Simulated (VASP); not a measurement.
Here is a VASP 6.6.1 calculation.

POSCAR

```
YbRe
1.0
    3.3498716754      0.0000000000      0.0000000000
    0.0000000000      3.3833703922      0.0000000000
    0.0000000000      0.0000000000      3.3498716754
Yb Re
1 1
Direct
    0.0000000000      0.0000000000      0.0000000000
    0.5000000000      0.5000000000      0.5000000000
```

The input INCAR.step1:

```
PREC     = Accurate       # precision mode
ENCUT    = 520            # plane-wave cutoff, eV
ISMEAR   = 0              # smearing method
SIGMA    = 0.05           # smearing width, eV
LREAL    = False          # projectors in reciprocal space
LASPH    = True           # aspherical terms in the spheres
NELM     = 100            # most SCF steps
NBANDS   = 22             # bands
GGA      = PE             # functional
ALGO     = Normal         # electronic algorithm
EDIFF    = 1E-4           # SCF threshold, eV
LWAVE    = True           # write WAVECAR
LCHARG   = False          # write CHGCAR
```

Contents of INCAR.step2:

```
PREC     = Accurate       # precision mode
ENCUT    = 520            # plane-wave cutoff, eV
EDIFF    = 1E-6           # SCF threshold, eV
ISMEAR   = 0              # smearing method
SIGMA    = 0.05           # smearing width, eV
LREAL    = False          # projectors in reciprocal space
LASPH    = True           # aspherical terms in the spheres
NELM     = 100            # most SCF steps
ALGO     = Normal         # electronic algorithm
ISIF     = 2              # what is computed and relaxed
LWAVE    = False          # write WAVECAR
LCHARG   = False          # write CHGCAR
METAGGA  = R2SCAN         # meta-GGA
LMIXTAU  = True         
NBANDS   = 22             # bands
ISTART   = 1
```

Contents of KPOINTS:

```
Automatic mesh
0
Gamma
  10 10 10
```

Potentials or basis: VASP PAW PBE potentials, release 64 (Yb, Re).

The run is started by

```bash
$ cat potpaw_PBE.64/Yb/POTCAR potpaw_PBE.64/Re/POTCAR > POTCAR
$ cp INCAR.step1 INCAR
$ mpirun -np 1 vasp_std > vasp.out
$ cp INCAR.step2 INCAR
$ mpirun -np 1 vasp_std > vasp.out
```

Question: Estimate the pressure.

Answer: -0.7 GPa.

Question: Estimate the band gap on the k mesh.

Answer: Zero (an odd number of electrons rules out a gap without spin polarisation).

Stress tensor (GPa, compression positive):
```
-0.75  0.00  0.00
 0.00 -0.58  0.00
 0.00  0.00 -0.75
```

Caveat: the PAW data sets were made with another functional, which shifts forces and pressure a little; spin-orbit coupling is left out, which moves the levels of the heavy elements. Spin polarisation is off, so any magnetic state and its effect on volume and gap are missing.
